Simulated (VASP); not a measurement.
# BN (rocksalt type) (Fm-3m) in VASP: notebook, part 2 of 2

VASP 6.6.1.

**4. Single point, LDA (volume scaled by 0.8)**

Contents of INCAR:

```
SYSTEM = BN
PREC     = Accurate       ! precision mode
ENCUT    = 600            ! plane-wave cutoff, eV
EDIFF    = 1E-6           ! SCF threshold, eV
ISMEAR   = -1             ! smearing method
SIGMA    = 0.05           ! smearing width, eV
LREAL    = .FALSE.        ! projectors in reciprocal space
LASPH    = .TRUE.         ! aspherical terms in the spheres
NELM     = 120            ! most SCF steps
ALGO     = Normal         ! electronic algorithm
ISIF     = 2              ! what is computed and relaxed
LWAVE    = .FALSE.        ! write WAVECAR
LCHARG   = .FALSE.        ! write CHGCAR
GGA      = CA             ! functional
NBANDS   = 11             ! bands
GGA_COMPAT= .FALSE.
```

Contents of KPOINTS:

```
regular mesh
0
G
  15 15 15
  0 0 0
```

Contents of POSCAR:

```
BN
1.0
    0.0000000000      1.6057154405      1.6057154405
    1.6057154405      0.0000000000      1.6057154405
    1.6057154405      1.6057154405      0.0000000000
B N
1 1
Direct
    0.0000000000      0.0000000000      0.0000000000
    0.5000000000      0.5000000000      0.5000000000
```

Potentials or basis: VASP PAW LDA potentials, release 64 (B, N).

Started as:

```sh
$ cat potpaw_LDA.64/B/POTCAR potpaw_LDA.64/N/POTCAR > POTCAR
$ mpirun -np 1 vasp_std > vasp.out
```

OUTCAR:

```text
SYSTEM = BN
   PREC = Accurate
   ENCUT = 600
   EDIFF = 1E-6
   ISMEAR = -1
   LREAL = .FALSE.
   LASPH = .TRUE.
   NELM = 120
   ISIF = 2
   GGA = CA

 ion  position               nearest neighbor table
   1  0.000  0.000  0.000-   2 1.61   2 1.61   2 1.61   2 1.61   2 1.61   2 1.61
   2  0.500  0.500  0.500-   1 1.61   1 1.61   1 1.61   1 1.61   1 1.61   1 1.61

  LATTYP: Found a face centered cubic cell.
 ALAT       =     3.2114308810

  Lattice vectors:

 A1 = (   0.0000000000,   1.6057154405,   1.6057154405)
 A2 = (   1.6057154405,   0.0000000000,   1.6057154405)
 A3 = (   1.6057154405,   1.6057154405,   0.0000000000)

Analysis of symmetry for initial positions (statically):
=====================================================================
 Subroutine PRICEL returns:
 Original cell was already a primitive cell.

 Routine SETGRP: Setting up the symmetry group for a
 face centered cubic supercell.

 Subroutine GETGRP returns: Found 48 space group operations
 (whereof 48 operations were pure point group operations)
 out of a pool of 48 trial point group operations.

The static configuration has the point symmetry O_h .

Analysis of symmetry for dynamics (positions and initial velocities):
=====================================================================
 Subroutine PRICEL returns:
 Original cell was already a primitive cell.

 Routine SETGRP: Setting up the symmetry group for a
 face centered cubic supercell.

 Subroutine GETGRP returns: Found 48 space group operations
 (whereof 48 operations were pure point group operations)
 out of a pool of 48 trial point group operations.

The dynamic configuration has the point symmetry O_h .

 Subroutine INISYM returns: Found 48 space group operations
 (whereof 48 operations are pure point group operations),
 and found     1 'primitive' translations

----------------------------------------------------------------------------------------

                                     Primitive cell

  volume of cell :       8.2801

  direct lattice vectors                    reciprocal lattice vectors
     0.000000000  1.605715441  1.605715441    -0.311387676  0.311387676  0.311387676
     1.605715441  0.000000000  1.605715441     0.311387676 -0.311387676  0.311387676
     1.605715441  1.605715441  0.000000000     0.311387676  0.311387676 -0.311387676

  length of vectors
     2.270824553  2.270824553  2.270824553     0.539339276  0.539339276  0.539339276

  position of ions in fractional coordinates (direct lattice)
     0.000000000  0.000000000  0.000000000
     0.500000000  0.500000000  0.500000000

  ion indices of the primitive-cell ions
   primitive index   ion index
                 1           1
                 2           2

----------------------------------------------------------------------------------------

 KPOINTS: regular mesh

Automatic generation of k-mesh.
 Grid dimensions read from file:
 generate k-points for:   15   15   15

 Generating k-lattice:

  Cartesian coordinates                     Fractional coordinates (reciprocal lattice)
    -0.020759178  0.020759178  0.020759178     0.066666667  0.000000000  0.000000000
     0.020759178 -0.020759178  0.020759178     0.000000000  0.066666667  0.000000000
     0.020759178  0.020759178 -0.020759178     0.000000000  0.000000000  0.066666667

  Length of vectors
     0.035955952  0.035955952  0.035955952

  Shift w.r.t. Gamma in fractional coordinates (k-lattice)
     0.000000000  0.000000000  0.000000000

 Subroutine IBZKPT returns following result:
 ===========================================

 Found    120 irreducible k-points:

 Following reciprocal coordinates:
            Coordinates               Weight
  0.000000  0.000000  0.000000      1.000000
  0.066667  0.000000  0.000000      8.000000
  0.133333  0.000000  0.000000      8.000000
  0.200000  0.000000  0.000000      8.000000
  0.266667  0.000000  0.000000      8.000000
  0.333333  0.000000  0.000000      8.000000
[... 16 lines left out ...]
  0.133333  0.133333  0.000000      6.000000
  0.200000  0.133333  0.000000     24.000000
 [... further k-points ...]
   k-points           NKPTS =    120   k-points in BZ     NKDIM =    120   number of bands    NBANDS=     11
   number of dos      NEDOS =    301   number of ions     NIONS =      2
   total plane-waves  NPLWV =   5832
   dimension x,y,z NGX =    18 NGY =   18 NGZ =   18
   dimension x,y,z NGXF=    36 NGYF=   36 NGZF=   36
   ions per type =               1   1
   NGX,Y,Z   is equivalent  to a cutoff of  13.18, 13.18, 13.18 a.u.
   NGXF,Y,Z  is equivalent  to a cutoff of  26.36, 26.36, 26.36 a.u.
 SYSTEM =  BN
   PREC   = accura    normal or accurate (medium, high low for compatibility)
   ISTART =      0    job   : 0-new  1-cont  2-samecut
   ICHARG =      2    charge: 1-file 2-atom 10-const
   ISPIN  =      1    spin polarized calculation?
   LNONCOLLINEAR =      F non collinear calculations
   LSORBIT =      F    spin-orbit coupling
   LASPH  =      T    aspherical Exc in radial PAW
   ENCUT  =  600.0 eV  44.10 Ry    6.64 a.u.   4.54  4.54  4.54*2*pi/ulx,y,z
   NELM   =    120;   NELMIN=  2; NELMDL= -5     # of ELM steps
   EDIFF  = 0.1E-05   stopping-criterion for ELM
   LREAL  =      F    real-space projection
   EDIFFG = 0.1E-04   stopping-criterion for IOM
   NSW    =      0    number of steps for IOM
   IBRION =     -1    ionic relax: 0-MD 1-quasi-New 2-CG
   NFREE  =      0    steps in history (QN), initial steepest desc. (CG)
   ISIF   =      2    stress and relaxation
   ISYM   =      2    0-nonsym 1-usesym 2-fastsym
   POTIM  = 0.5000    time-step for ionic-motion
   TEBEG  =    0.0;   TEEND  =   0.0 temperature during run
   PSTRESS=    0.0 pullay stress
   NELECT =       8.0000    total number of electrons
   NUPDOWN=      -1.0000    fix difference up-down
   EMIN   =  10.00;   EMAX   =-10.00  energy-range for DOS
   EFERMI =   0.00;   METHOD = LEGACY
   ISMEAR =    -1;   SIGMA  =   0.05  broadening in eV -4-tet -1-fermi 0-gaus
   EFERMI_NEDOS =   21; number of points for ismear=-14 and -15
   IALGO  =     38    algorithm
   IMIX   =      4    mixing-type and parameters
     AMIX     =   0.40;   BMIX     =  1.00
     AMIX_MAG =   1.60;   BMIX_MAG =  1.00
  volume/ion in A,a.u.               =       4.14        27.94
  Fermi-wavevector in a.u.,A,eV,Ry     =   1.618426  3.058382 35.637788  2.619303
  Thomas-Fermi vector in A             =   2.712691
   LORBIT       =      0    0 simple, 1 ext, 2 COOP (PROOUT), +10 PAW based schemes
   GGA     = CA    functional components
   LHFCALC =     F    Hartree Fock is set to
   AEXX    =    0.0000 exact exchange contribution
   IVDW    =     0    specifies the selected vdW correction
   LEPSILON=     F    determine dielectric tensor
   LRPA    =     F    only Hartree local field effects (RPA)
 non-spin polarized calculation
  energy-cutoff  :      600.00
  volume of cell :        8.28
 maximum number of plane-waves:       291
 NGX is ok and might be reduce to    18
   NGX =  9   NGY =  9   NGZ =  9

 number of electron       7.9999999 magnetization

 Free energy of the ion-electron system (eV)
  ---------------------------------------------------
  ext. energy  EPLUGINS =         0.00000000
  ---------------------------------------------------
  free energy    TOTEN  =       -15.20377129 eV

  energy without entropy =      -15.20377129  energy(sigma->0) =      -15.20377129

 E-fermi :  15.4880     XC(G=0): -15.1916

 val. band max:       14.4547392544   @ k =  -0.2000   0.1333   0.0000
 cond. band min:      17.9976463474   @ k =   0.4667   0.4667   0.0000
 fundamental gap:      3.5429070930
 Fermi energy:        15.4879873090

 k-point     1 :       0.0000    0.0000    0.0000
  band No.  band energies     occupation
      1     -11.6740      2.00000
      2      13.3730      2.00000
      3      13.3730      2.00000
      4      13.3730      2.00000
      5      29.0627      0.00000
      6      29.0627      0.00000
      7      29.0627      0.00000
      8      30.0131      0.00000
      9      34.4980      0.00000
     10      34.4980      0.00000
     11      34.4980      0.00000
[... 309 lines left out ...]
 k-point    24 :       0.2000    0.1333    0.0000
  band No.  band energies     occupation
      1     -10.3559      2.00000
      2      10.4773      2.00000
      3      11.4345      2.00000
      4      13.0015      2.00000
      5      22.4097      0.00000
      6      28.4590      0.00000
      7      28.8171      0.00000
      8      30.0211      0.00000
      9      31.3497      0.00000
     10      39.9820      0.00000
     11      40.3121      0.00000

 [... further k-points ...]
[... 5 lines left out ...]
  --------------------------------------------------------------------------------------
  -------------------------------------------------------------------------------------
  Total        7.3964744      7.3964744      7.3964744      0.0000000      0.0000000      0.0000000
  in kB     1431.1975883   1431.1975883   1431.1975883      0.0000000      0.0000000      0.0000000
  external PRESSURE =    1431.1975883 kB  Pullay stress =       0.0000000 kB

 VOLUME and BASIS-vectors are now :
 -----------------------------------------------------------------------------
  energy-cutoff  :      600.00
  volume of cell :        8.28
      direct lattice vectors                 reciprocal lattice vectors
     0.000000000  1.605715441  1.605715441    -0.311387676  0.311387676  0.311387676
     1.605715441  0.000000000  1.605715441     0.311387676 -0.311387676  0.311387676
     1.605715441  1.605715441  0.000000000     0.311387676  0.311387676 -0.311387676

 POSITION                                       TOTAL-FORCE (eV/Angst)
 -----------------------------------------------------------------------------------
      0.00000      0.00000      0.00000        -0.000000     -0.000000     -0.000000
      1.60572      1.60572      1.60572         0.000000      0.000000      0.000000
 -----------------------------------------------------------------------------------
    total drift:                               -0.000000     -0.000000     -0.000000

  FREE ENERGIE OF THE ION-ELECTRON SYSTEM (eV)
  ---------------------------------------------------
  free  energy   TOTEN  =       -15.2037712894 eV

  energy  without entropy=      -15.2037712893  energy(sigma->0) =      -15.20377129
```

Wall time 4.2 s (1 thread of Intel Xeon 6975P-C (Granite Rapids), shared host); peak memory 0.12 GiB.

Results:

```
Free energy            : -15.2038 eV
Pressure               : 143.1 GPa
Band gap on the k mesh : 3.54 eV, indirect (least direct gap 6.70 eV)
```

**5. Single point, LDA (volume scaled by 0.8)**

Contents of INCAR:

```
  ALGO = Normal
  EDIFF = 1E-6
  ENCUT = 600
  GGA_COMPAT = F
  ISIF = 2
  ISMEAR = -1
  LASPH = T
  LCHARG = F
  LREAL = F
  LWAVE = F
  NBANDS = 11
  NELM = 120
  PREC = Accurate
  SIGMA = 0.05
```

Contents of KPOINTS:

```
k-points
0
Gamma
  15 15 15
```

POSCAR is that of step 4.

Potentials or basis: VASP PAW LDA potentials, release 64 (B, N).

Started as:

```sh
$ cat potpaw_LDA.64/B/POTCAR potpaw_LDA.64/N/POTCAR > POTCAR
$ mpirun -np 1 vasp_std > vasp.out
```

OUTCAR:

```text
EDIFF = 1E-6
   ENCUT = 600
   ISIF = 2
   ISMEAR = -1
   LASPH = T
   LREAL = F
   NELM = 120
   PREC = Accurate

 ion  position               nearest neighbor table
   1  0.000  0.000  0.000-   2 1.61   2 1.61   2 1.61   2 1.61   2 1.61   2 1.61
   2  0.500  0.500  0.500-   1 1.61   1 1.61   1 1.61   1 1.61   1 1.61   1 1.61

  LATTYP: Found a face centered cubic cell.
 ALAT       =     3.2114308810

  Lattice vectors:

 A1 = (   0.0000000000,   1.6057154405,   1.6057154405)
 A2 = (   1.6057154405,   0.0000000000,   1.6057154405)
 A3 = (   1.6057154405,   1.6057154405,   0.0000000000)

Analysis of symmetry for initial positions (statically):
=====================================================================
 Subroutine PRICEL returns:
 Original cell was already a primitive cell.

 Routine SETGRP: Setting up the symmetry group for a
 face centered cubic supercell.

 Subroutine GETGRP returns: Found 48 space group operations
 (whereof 48 operations were pure point group operations)
 out of a pool of 48 trial point group operations.

The static configuration has the point symmetry O_h .

Analysis of symmetry for dynamics (positions and initial velocities):
[... 163 lines left out ...]
 fundamental gap:      3.5429070930
 Fermi energy:        15.4879873090

 k-point     1 :       0.0000    0.0000    0.0000
  band No.  band energies     occupation
      1     -11.6740      2.00000
      2      13.3730      2.00000
      3      13.3730      2.00000
      4      13.3730      2.00000
      5      29.0627      0.00000
      6      29.0627      0.00000
      7      29.0627      0.00000
      8      30.0131      0.00000
      9      34.4980      0.00000
     10      34.4980      0.00000
     11      34.4980      0.00000
[... 309 lines left out ...]
 k-point    24 :       0.2000    0.1333    0.0000
  band No.  band energies     occupation
      1     -10.3559      2.00000
      2      10.4773      2.00000
      3      11.4345      2.00000
      4      13.0015      2.00000
      5      22.4097      0.00000
      6      28.4590      0.00000
      7      28.8171      0.00000
      8      30.0211      0.00000
      9      31.3497      0.00000
     10      39.9820      0.00000
     11      40.3121      0.00000

 [... further k-points ...]
[... 5 lines left out ...]
  --------------------------------------------------------------------------------------
  -------------------------------------------------------------------------------------
  Total        7.3964744      7.3964744      7.3964744      0.0000000      0.0000000      0.0000000
  in kB     1431.1975883   1431.1975883   1431.1975883      0.0000000      0.0000000      0.0000000
  external PRESSURE =    1431.1975883 kB  Pullay stress =       0.0000000 kB

 VOLUME and BASIS-vectors are now :
 -----------------------------------------------------------------------------
  energy-cutoff  :      600.00
  volume of cell :        8.28
      direct lattice vectors                 reciprocal lattice vectors
     0.000000000  1.605715441  1.605715441    -0.311387676  0.311387676  0.311387676
     1.605715441  0.000000000  1.605715441     0.311387676 -0.311387676  0.311387676
     1.605715441  1.605715441  0.000000000     0.311387676  0.311387676 -0.311387676

 POSITION                                       TOTAL-FORCE (eV/Angst)
 -----------------------------------------------------------------------------------
      0.00000      0.00000      0.00000        -0.000000     -0.000000     -0.000000
      1.60572      1.60572      1.60572         0.000000      0.000000      0.000000
 -----------------------------------------------------------------------------------
    total drift:                               -0.000000     -0.000000     -0.000000

  FREE ENERGIE OF THE ION-ELECTRON SYSTEM (eV)
  ---------------------------------------------------
  free  energy   TOTEN  =       -15.2037712894 eV

  energy  without entropy=      -15.2037712893  energy(sigma->0) =      -15.20377129
```

stdout:

```text
POSCAR found type information on POSCAR B N
 POSCAR found :  2 types and       2 ions
 scaLAPACK will be used
 LDA part: xc-table for (Slater(with rela. corr.)+CA(PZ))
 , standard interpolation
 POSCAR, INCAR and KPOINTS ok, starting setup
 FFT: planning ... GRIDC
 FFT: planning ... GRID_SOFT
 FFT: planning ... GRID
 WAVECAR not read
 entering main loop
```

It took 4.2 s on 1 thread of Intel Xeon 6975P-C (Granite Rapids), shared host; peak memory 0.11 GiB.

What came out:

| Item | Value |
| --- | --- |
| Free energy | -15.2038 eV |
| Pressure | 143.1 GPa |
| Band gap on the k mesh | 3.54 eV, indirect (least direct gap 6.70 eV) |

 A k mesh can miss the band edges.

**6. The runs side by side**

| cell | gap on the mesh (eV) | pressure (GPa) |
| --- | --- | --- |
| a = 2.108 Å, angles 60.0°, 2 atoms | 5.54 | 427.6 |
| a = 2.192 Å, angles 60.0°, 2 atoms | 4.56 | 254.9 |
| a = 2.271 Å, angles 60.0°, 2 atoms | 3.54 | 143.1 |

Alike in all rows: task single point; level LDA; potentials or basis VASP PAW LDA potentials, release 64 (B, N); no spin polarisation; k mesh 15 × 15 × 15; cutoff (eV) 600; smearing fermi-dirac 0.05 eV.

Absolute energies hang on the potentials; compare differences alone.
